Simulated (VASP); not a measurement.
# Co2Te (P6_3/mmc) in VASP: a series of runs, part 2 of 2

VASP 6.6.1.

### 3 Relaxation of cell and atoms, PBE, collinear spin, ferromagnetic start

This run uses another cell than the first one, of 16.58 Å³/atom, 1.035 times its volume.

INCAR

```
ALGO = Normal
EDIFF = 1E-6
EDIFFG = -0.04
ENCUT = 600
GGA = PE
IBRION = 2
ISIF = 3
ISMEAR = 0
ISPIN = 2
LASPH = True
LCHARG = False
LMAXMIX = 4
LORBIT = 11
LREAL = False
LWAVE = False
MAGMOM = 0.13 0.13 0.13 0.13 0 0
NELM = 150
NSW = 90
PREC = Accurate
SIGMA = 0.1
```

KPOINTS

```
k-points
0
Gamma
  6 6 2
```

POSCAR

```
Co2Te
1.0
    3.0911207120      0.0000000000      0.0000000000
   -1.5455603560      2.6769890627      0.0000000000
    0.0000000000      0.0000000000     12.0231919953
Co Te
4 2
Direct
    0.3333333333      0.6666666667      0.6275000000
    0.6666666667      0.3333333333      0.1275000000
    0.3333333333      0.6666666667      0.8725000000
    0.6666666667      0.3333333333      0.3725000000
    0.3333333333      0.6666666667      0.2500000000
    0.6666666667      0.3333333333      0.7500000000
```

Potentials or basis: VASP PAW PBE potentials, release 64 (Co, Te).

The run is started by

```
> cat potpaw_PBE.64/Co/POTCAR potpaw_PBE.64/Te/POTCAR > POTCAR
> mpirun -np 1 vasp_std > vasp.out
```

OUTCAR:

```text
EDIFF = 1E-6
   EDIFFG = -0.04
   ENCUT = 600
   GGA = PE
   IBRION = 2
   ISIF = 3
   ISMEAR = 0
   ISPIN = 2
   LASPH = True
   LORBIT = 11
   LREAL = False
   NELM = 150
   NSW = 90
   PREC = Accurate

 ion  position               nearest neighbor table
   1  0.333  0.667  0.627-   6 2.31   6 2.31   6 2.31   3 2.95
   2  0.667  0.333  0.127-   5 2.31   5 2.31   5 2.31   4 2.95
   3  0.333  0.667  0.873-   6 2.31   6 2.31   6 2.31   1 2.95
   4  0.667  0.333  0.373-   5 2.31   5 2.31   5 2.31   2 2.95
   5  0.333  0.667  0.250-   2 2.31   4 2.31   2 2.31   4 2.31   2 2.31   4 2.31
   6  0.667  0.333  0.750-   1 2.31   3 2.31   1 2.31   3 2.31   1 2.31   3 2.31

  LATTYP: Found a hexagonal cell.
 ALAT       =     3.0911207120
 C/A-ratio  =     3.8895899305

  Lattice vectors:

 A1 = (   3.0911207120,   0.0000000000,   0.0000000000)
 A2 = (  -1.5455603560,   2.6769890627,   0.0000000000)
 A3 = (   0.0000000000,   0.0000000000,  12.0231919953)

Analysis of symmetry for initial positions (statically):
=====================================================================
 Subroutine PRICEL returns:
 Original cell was already a primitive cell.

 Routine SETGRP: Setting up the symmetry group for a
 hexagonal supercell.

 Subroutine GETGRP returns: Found 24 space group operations
 (whereof 12 operations were pure point group operations)
 out of a pool of 24 trial point group operations.

The static configuration has the point symmetry D_3d.
 The point group associated with its full space group is D_6h.

Analysis of symmetry for dynamics (positions and initial velocities):
=====================================================================
 Subroutine PRICEL returns:
 Original cell was already a primitive cell.

 Routine SETGRP: Setting up the symmetry group for a
 hexagonal supercell.

 Subroutine GETGRP returns: Found 24 space group operations
 (whereof 12 operations were pure point group operations)
 out of a pool of 24 trial point group operations.

The dynamic configuration has the point symmetry D_3d.
 The point group associated with its full space group is D_6h.

Analysis of structural, dynamic, and magnetic symmetry:
=====================================================================
 Subroutine PRICEL returns:
 Original cell was already a primitive cell.

 Routine SETGRP: Setting up the symmetry group for a
 hexagonal supercell.

 Subroutine GETGRP returns: Found 24 space group operations
 (whereof 12 operations were pure point group operations)
 out of a pool of 24 trial point group operations.

The overall configuration has the point symmetry D_3d.
 The point group associated with its full space group is D_6h.

 Subroutine INISYM returns: Found 24 space group operations
 (whereof 12 operations are pure point group operations),
 and found     1 'primitive' translations

----------------------------------------------------------------------------------------

                                     Primitive cell
[... 71 lines left out ...]
   number of dos      NEDOS =    301   number of ions     NIONS =      6
   total plane-waves  NPLWV =  75264
   dimension x,y,z NGX =    28 NGY =   28 NGZ =   96
   dimension x,y,z NGXF=    56 NGYF=   56 NGZF=  192
   ions per type =               4   2
   NGX,Y,Z   is equivalent  to a cutoff of  15.06, 15.06, 13.27 a.u.
   NGXF,Y,Z  is equivalent  to a cutoff of  30.12, 30.12, 26.55 a.u.
 SYSTEM =  unknown system
   PREC   = accura    normal or accurate (medium, high low for compatibility)
   ISTART =      0    job   : 0-new  1-cont  2-samecut
   ICHARG =      2    charge: 1-file 2-atom 10-const
   ISPIN  =      2    spin polarized calculation?
   LNONCOLLINEAR =      F non collinear calculations
   LSORBIT =      F    spin-orbit coupling
   LASPH  =      T    aspherical Exc in radial PAW
   ENCUT  =  600.0 eV  44.10 Ry    6.64 a.u.   6.17  6.17 24.01*2*pi/ulx,y,z
   NELM   =    150;   NELMIN=  2; NELMDL= -5     # of ELM steps
   EDIFF  = 0.1E-05   stopping-criterion for ELM
   LREAL  =      F    real-space projection
   EDIFFG = -.4E-01   stopping-criterion for IOM
   NSW    =     90    number of steps for IOM
   IBRION =      2    ionic relax: 0-MD 1-quasi-New 2-CG
   NFREE  =      1    steps in history (QN), initial steepest desc. (CG)
   ISIF   =      3    stress and relaxation
   ISYM   =      2    0-nonsym 1-usesym 2-fastsym
   POTIM  = 0.5000    time-step for ionic-motion
   TEBEG  =    0.0;   TEEND  =   0.0 temperature during run
   PSTRESS=    0.0 pullay stress
   NELECT =      48.0000    total number of electrons
   NUPDOWN=      -1.0000    fix difference up-down
   EMIN   =  10.00;   EMAX   =-10.00  energy-range for DOS
   EFERMI =   0.00;   METHOD = LEGACY
   ISMEAR =     0;   SIGMA  =   0.10  broadening in eV -4-tet -1-fermi 0-gaus
   EFERMI_NEDOS =   21; number of points for ismear=-14 and -15
   IALGO  =     38    algorithm
   IMIX   =      4    mixing-type and parameters
     AMIX     =   0.40;   BMIX     =  1.00
     AMIX_MAG =   1.60;   BMIX_MAG =  1.00
  volume/ion in A,a.u.               =      16.58       111.90
  Fermi-wavevector in a.u.,A,eV,Ry     =   1.283988  2.426386 22.430924  1.648626
  Thomas-Fermi vector in A             =   2.416209
   LORBIT       =     11    0 simple, 1 ext, 2 COOP (PROOUT), +10 PAW based schemes
   GGA     = PE    functional components
   LHFCALC =     F    Hartree Fock is set to
   AEXX    =    0.0000 exact exchange contribution
   IVDW    =     0    specifies the selected vdW correction
   LEPSILON=     F    determine dielectric tensor
   LRPA    =     F    only Hartree local field effects (RPA)
 conjugate gradient relaxation of ions
 spin polarized calculation
 Gauss-broadening in eV      SIGMA  =   0.10
  energy-cutoff  :      600.00
  volume of cell :       99.49
 maximum number of plane-waves:      3354
 NGX is ok and might be reduce to    28
   NGX = 13   NGY = 13   NGZ = 49

--------------------------------------- Ionic step        1  -------------------------------------------

 number of electron      48.0000018 magnetization       0.2142757

 Free energy of the ion-electron system (eV)
  ---------------------------------------------------
  ext. energy  EPLUGINS =         0.00000000
  ---------------------------------------------------
  free energy    TOTEN  =       -27.22995197 eV

  energy without entropy =      -27.19078511  energy(sigma->0) =      -27.21036854

------------------------ aborting loop because EDIFF is reached ----------------------------------------

  FORCE on cell =-STRESS in cart. coord.  units (eV):
  Direction    XX          YY          ZZ          XY          YZ          ZX
  --------------------------------------------------------------------------------------
  -------------------------------------------------------------------------------------
  Total       17.0444269     17.0444269      7.7467439      0.0000000      0.0000000      0.0000000
  in kB      274.4799598    274.4799598    124.7519765      0.0000000      0.0000000      0.0000000
  external PRESSURE =     224.5706320 kB  Pullay stress =       0.0000000 kB
[... 1866 lines left out ...]
     27      10.3175      0.99985
     28      10.3175      0.99985

[... ionic steps 4 to 28 ...]

--------------------------------------- Ionic step       29  -------------------------------------------

 number of electron      47.9999986 magnetization      -4.5060751

------------------------ aborting loop because EDIFF is reached ----------------------------------------
[... 75 lines left out ...]
--------------------------------------- Ionic step       31  -------------------------------------------

 number of electron      47.9999993 magnetization      -4.4753091

 Free energy of the ion-electron system (eV)
  ---------------------------------------------------
  ext. energy  EPLUGINS =         0.00000000
  ---------------------------------------------------
  free energy    TOTEN  =       -33.02905932 eV

  energy without entropy =      -32.97977908  energy(sigma->0) =      -33.00441920

 E-fermi :   9.3688     XC(G=0): -11.4370

 val. band max:        9.3646654660   @ k =   0.5000  -0.0000   0.5000
 cond. band min:       9.3751720221   @ k =   0.1667  -0.0000   0.5000
 fundamental gap:      0.0105065560
 Fermi energy:         9.3687653919
[... 904 lines left out ...]
  FREE ENERGIE OF THE ION-ELECTRON SYSTEM (eV)
  ---------------------------------------------------
  free  energy   TOTEN  =       -33.0290593239 eV

  energy  without entropy=      -32.9797790776  energy(sigma->0) =      -33.00441920

 reached required accuracy - stopping structural energy minimisation

 total charge

# of ion       s       p       d       tot
------------------------------------------
    1        0.390   0.428   7.441   8.259
    2        0.390   0.428   7.441   8.259
    3        0.390   0.428   7.441   8.259
    4        0.390   0.428   7.441   8.259
    5        1.310   1.977   0.164   3.450
    6        1.310   1.977   0.164   3.450
--------------------------------------------------
tot          4.181   5.665  30.093  39.938

 magnetization (x)

# of ion       s       p       d       tot
------------------------------------------
    1       -0.000  -0.004  -1.124  -1.128
    2       -0.000  -0.004  -1.124  -1.128
    3       -0.000  -0.004  -1.124  -1.128
    4       -0.000  -0.004  -1.124  -1.128
    5       -0.008   0.003   0.010   0.005
    6       -0.008   0.003   0.010   0.005
--------------------------------------------------
tot         -0.018  -0.009  -4.476  -4.503
```

Run time: 36 min. Hardware: 1 thread of Intel Xeon Platinum 8488C (Sapphire Rapids), shared host; peak memory 0.4 GiB.

What came out:

```yaml
Free_energy: -33.0291 eV
Relaxed_volume: 16.51 Å³/atom
Relaxed_cell: a = 3.890 Å, b = 3.890 Å, c = 7.559 Å, α = 90.00°, β = 90.00°, γ = 120.00°
Space_group_after_relaxing_to_0.05_Å: P6_3/mmc (No. 194)
Energy_gained_by_relaxing: 966.5 meV/atom
Ionic_steps: 31
Pressure_after_relaxing: -0.1 GPa
Largest_force_after_relaxing: 0.008 eV/Å
Net_moment: -4.48 μB per cell
Site_moments: Co -1.13; Te +0.01 μB
Valence_electrons_inside_the_program's_atomic_spheres: Co 8.26; Te 3.45
```

Forces on the atoms (eV/Å):
```
Co   0.000  0.000  0.008
Co   0.000  0.000  0.008
Co   0.000  0.000 -0.008
Co   0.000  0.000 -0.008
Te   0.000  0.000  0.000
Te   0.000  0.000  0.000
```

Stress tensor (GPa, compression positive):
```
-0.16  0.00  0.00
 0.00 -0.16  0.00
 0.00  0.00  0.16
```

The path:
| step | energy change (eV) | largest force (eV/Å) | pressure (GPa) | volume (Å³) |
| --- | --- | --- | --- | --- |
| 1 | 0.0000 | 3.0753 | 22.46 | 99.49 |
| 2 | -0.0018 | 0.9808 | -14.93 | 136.64 |
| 3 | -1.3601 | 0.3840 | -3.73 | 115.14 |
| 4 | -1.3620 | 0.4394 | -3.26 | 114.64 |
| 5 | -1.9455 | 0.4627 | -3.42 | 112.09 |
| 6 | -3.4441 | 1.0758 | -1.42 | 104.11 |
| 7 | -2.2919 | 2.8527 | 52.18 | 80.65 |
| 8 | -3.6437 | 2.4142 | 6.17 | 99.06 |
| 9 | -3.9806 | 3.6046 | 18.53 | 90.59 |
| 10 | -3.7963 | 4.1442 | 31.08 | 85.80 |
| 11 | -3.8542 | 4.0091 | 31.06 | 85.80 |
| 12 | -3.9657 | 3.5866 | 31.16 | 85.74 |
| 13 | -3.8545 | 2.6070 | 33.53 | 85.52 |
| 14 | -3.9730 | 3.3029 | 31.74 | 85.69 |
| 15 | -4.0922 | 3.1619 | 30.13 | 86.13 |
| 16 | -4.4173 | 2.7625 | 25.62 | 87.46 |
| 17 | -4.9336 | 2.0792 | 18.08 | 90.16 |
| 18 | -5.5702 | 1.1519 | 6.81 | 95.73 |
| 19 | -5.5456 | 0.2362 | -7.42 | 107.52 |
| 20 | -5.7252 | 0.4729 | -2.84 | 102.07 |
| 21 | -5.7321 | 0.5818 | -1.04 | 100.67 |
| 22 | -5.7323 | 0.5559 | -1.50 | 100.98 |
| 23 | -5.7397 | 0.5260 | -1.39 | 100.83 |
| 24 | -5.7591 | 0.4353 | -0.93 | 100.38 |
| 25 | -5.7839 | 0.2514 | 0.06 | 99.49 |
| 26 | -5.7714 | 0.1742 | 2.49 | 97.71 |
| 27 | -5.7895 | 0.1200 | 0.83 | 98.88 |
| 28 | -5.7941 | 0.0757 | 0.32 | 99.16 |
| 29 | -5.7969 | 0.0100 | -0.46 | 99.61 |
| 30 | -5.7981 | 0.0029 | -0.32 | 99.39 |
| 31 | -5.7991 | 0.0079 | -0.05 | 99.05 |

Final structure:
```
Co Te
1.0
     3.88975    0.00000    0.00000
    -1.94488    3.36863    0.00000
     0.00000    0.00000    7.55908
Co Te
4 2
Direct
  0.33333 0.66667 0.58339
  0.66667 0.33333 0.08339
  0.33333 0.66667 0.91661
  0.66667 0.33333 0.41661
  0.33333 0.66667 0.25000
  0.66667 0.33333 0.75000
```

Caveat: the k points lie up to 0.42 Å⁻¹ apart in the final cell; the bands computed are all filled at some k points, so no gap is given; spin-orbit coupling is left out, which moves the levels of the heavy elements.

### 4 Single point, PBE

This run uses another cell than the first one, of 16.07 Å³/atom, 1.003 times its volume.

INCAR

```
PREC     = Accurate       # precision mode
ENCUT    = 520            # plane-wave cutoff, eV
EDIFF    = 1E-7           # SCF threshold, eV
ISMEAR   = 0              # smearing method
SIGMA    = 0.1            # smearing width, eV
LREAL    = False          # projectors in reciprocal space
LASPH    = True           # aspherical terms in the spheres
NELM     = 100            # most SCF steps
ALGO     = Normal         # electronic algorithm
ISIF     = 2              # what is computed and relaxed
LWAVE    = False          # write WAVECAR
LCHARG   = False          # write CHGCAR
GGA      = PE             # functional
NBANDS   = 33             # bands
```

KPOINTS

```
regular mesh
0
Gamma
  12 12 6
```

POSCAR

```
Co2Te
1.0
    3.8285159621      0.0000000000      0.0000000000
   -1.9142579811      3.3155920820      0.0000000000
    0.0000000000      0.0000000000      7.5940556417
Co Te
4 2
Direct
    0.3333333333      0.6666666667      0.5830966962
    0.6666666667      0.3333333333      0.0830966962
    0.3333333333      0.6666666667      0.9169033038
    0.6666666667      0.3333333333      0.4169033038
    0.3333333333      0.6666666667      0.2500000000
    0.6666666667      0.3333333333      0.7500000000
```

The run is started by

```
> cat potpaw_PBE.64/Co/POTCAR potpaw_PBE.64/Te/POTCAR > POTCAR
> mpirun -np 1 vasp_std > vasp.out
```

It took 2.8 min on 1 thread of Intel Xeon Platinum 8488C (Sapphire Rapids), shared host; peak memory 0.33 GiB.

It converged, with:

| Quantity | Value |
| --- | --- |
| Free energy | -32.7293 eV |
| Pressure | -0.1 GPa |
| Largest force | 0.004 eV/Å |
| Band gap on the k mesh | zero (band 24 reaches 10.63 eV, above the bottom of band 25 at 9.34 eV) |

Forces in eV/Å, atoms in the order of the input:
```
Co   0.000  0.000  0.004
Co   0.000  0.000  0.004
Co   0.000  0.000 -0.004
Co   0.000  0.000 -0.004
Te   0.000  0.000  0.000
Te   0.000  0.000  0.000
```

Stress tensor (GPa, compression positive):
```
-0.07  0.00  0.00
 0.00 -0.07  0.00
 0.00  0.00 -0.17
```

Levels at points of the mesh, in eV from the Fermi level:
```csv
k point,band 22,band 23,band 24,band 25,band 26,band 27
"(0.00, 0.00, 0.00)",0.02,0.02,0.99,1.75,1.75,2.20
"(0.50, 0.00, 0.00)",-0.49,-0.13,-0.07,0.00,0.01,0.09
"(0.00, 0.00, 0.50)",-0.23,0.06,0.06,2.04,2.04,2.04
"(0.50, 0.00, 0.50)",-0.41,-0.27,-0.27,0.05,0.05,0.64
```

Caveat: spin-orbit coupling is left out, which moves the levels of the heavy elements.

### 5 Overview

```tsv
task	spin	cell	k mesh	cutoff (eV)	gap on the mesh (eV)	pressure (GPa)	moment (μB)	largest force (eV/Å)
single point	collinear, ferromagnetic start	a = 3.809, b = 3.809, c = 7.652 Å, angles 90.0, 90.0, 120.0°, 6 atoms	6 × 6 × 2	520	none	2.8	4.33	0.08
relaxation of cell and atoms	collinear, ferromagnetic start	relaxed from a = 3.091, b = 3.091, c = 12.023 Å, angles 90.0, 90.0, 120.0°, 6 atoms	6 × 6 × 2	600	-	-0.1	4.48	0.01
single point	off	a = 3.829, b = 3.829, c = 7.594 Å, angles 90.0, 90.0, 120.0°, 6 atoms	12 × 12 × 6	520	none	-0.1	-	-
```

Alike in all rows: level PBE; potentials or basis VASP PAW PBE potentials, release 64 (Co, Te); smearing gaussian 0.1 eV.

Caveats: some runs use coarse meshes; spin-orbit coupling is left out, which moves the levels of the heavy elements; the bands computed are all filled at some k points, so no gap is given (some runs).

Absolute energies hang on the potentials; compare differences alone.
